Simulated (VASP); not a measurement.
A run of VASP 6.6.1 is set up as follows.

Contents of INCAR:

```
PREC = Accurate
ENCUT = 520
EDIFF = 1E-6
ISMEAR = 0
SIGMA = 0.1
LREAL = False
LASPH = True
NELM = 150
ALGO = Normal
ISIF = 2
LWAVE = False
LCHARG = True
ISPIN = 2
MAGMOM = 1.03 1.03 0.9 0.9 0 0
LORBIT = 11
LMAXMIX = 4
GGA = PE
LELF = True
LVHAR = True
NBANDS = 35
```

File KPOINTS:

```
regular mesh
0
Gamma
  10 10 6
```

Contents of POSCAR:

```
Co2Si
1.0
    3.4548213490      0.0000000000      0.0000000000
    0.0000000000      3.4548213490      0.0000000000
    0.0000000000      0.0000000000      5.7492392756
Co Si
4 2
Direct
    0.0000000000      0.5000000000      0.3438238094
    0.5000000000      0.0000000000      0.6561761906
    0.5000000000      0.5000000000      0.0000000000
    0.0000000000      0.0000000000      0.0000000000
    0.0000000000      0.5000000000      0.7351723262
    0.5000000000      0.0000000000      0.2648276738
```

Potentials or basis: VASP PAW PBE potentials, release 64 (Co, Si).

Launch:

```sh
$ cat potpaw_PBE.64/Co/POTCAR potpaw_PBE.64/Si/POTCAR > POTCAR
$ mpirun -np 1 vasp_std > vasp.out
```

What does it give for the net moment?

3.23 μB per cell.

What does it give for the pressure?

-0.1 GPa.

What does it give for the site moments?

Co +0.92, +0.80 (each value once); Si -0.04 μB.

Stress tensor (GPa, compression positive):
```
-0.28  0.00  0.00
 0.00 -0.28  0.00
 0.00  0.00  0.29
```
